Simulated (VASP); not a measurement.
Al2Co:

```
CELL_PARAMETERS angstrom
2.99926 0.00000 0.00000
-1.49963 2.59743 0.00000
0.00000 0.00000 6.60041
ATOMIC_POSITIONS crystal
Al 0.00000 0.00000 0.19735
Al 0.00000 0.00000 0.80265
Co 0.00000 0.00000 0.50000
```

The cell was built from a structure type or drawn by symmetry, and may not be a known phase.

- Program: VASP 6.6.1
- Task: relaxation of cell and atoms
- Functional: PBE
- Potentials or basis: VASP PAW PBE potentials, release 64 (Al, Co)
- Cutoff: 600 eV
- k mesh: 6 × 6 × 4
- Occupations: gaussian, width 0.1 eV
- Spin: collinear spin, ferromagnetic start
- Starting moments: [0.0, 0.0, 3.0] μB

At the start: pressure 6.8 GPa; volume 17.14 Å³/atom.

Q: How do energy, volume and symmetry change on relaxing?

A: Over 13 steps the energy falls by 552.3 meV/atom and the volume is 15.82 Å³/atom (-7.7 %); space group P6/mmm (No. 191, to 0.1 Å) before and after; moment 1.64 μB per cell.

The path:
| step | energy change (eV) | largest force (eV/Å) | pressure (GPa) | volume (Å³) |
| --- | --- | --- | --- | --- |
| 1 | 0.0000 | 3.5189 | 6.79 | 51.42 |
| 2 | -1.3483 | 0.1766 | -9.66 | 55.52 |
| 3 | -1.3133 | 0.0404 | -8.68 | 54.53 |
| 4 | -1.3532 | 0.0945 | -9.39 | 55.06 |
| 5 | -1.6312 | 0.3189 | -0.33 | 47.62 |
| 6 | -1.6323 | 0.2996 | -0.89 | 47.97 |
| 7 | -1.6323 | 0.2923 | -1.13 | 48.11 |
| 8 | -1.6453 | 0.2136 | -0.36 | 47.58 |
| 9 | -1.6470 | 0.1667 | 0.06 | 47.32 |
| 10 | -1.6515 | 0.1250 | 0.12 | 47.24 |
| 11 | -1.6569 | 0.0080 | 0.40 | 47.06 |
| 12 | -1.6569 | 0.0007 | 0.40 | 47.05 |
| 13 | -1.6570 | 0.0005 | -0.35 | 47.47 |

Final structure:
```yaml
crystal:
  lattice:
    - [2.65025, 0.00000, 0.00000]
    - [-1.32513, 2.29519, 0.00000]
    - [0.00000, 0.00000, 7.80343]
  atoms:
    - { symbol: Al, position: [0.00000, 0.00000, 0.18141] }
    - { symbol: Al, position: [0.00000, 0.00000, 0.81859] }
    - { symbol: Co, position: [0.00000, 0.00000, 0.50000] }
```

Caveat: the k points lie up to 0.46 Å⁻¹ apart in the final cell; a cell axis changed by over 15 % at a fixed basis, so the end point is rough.
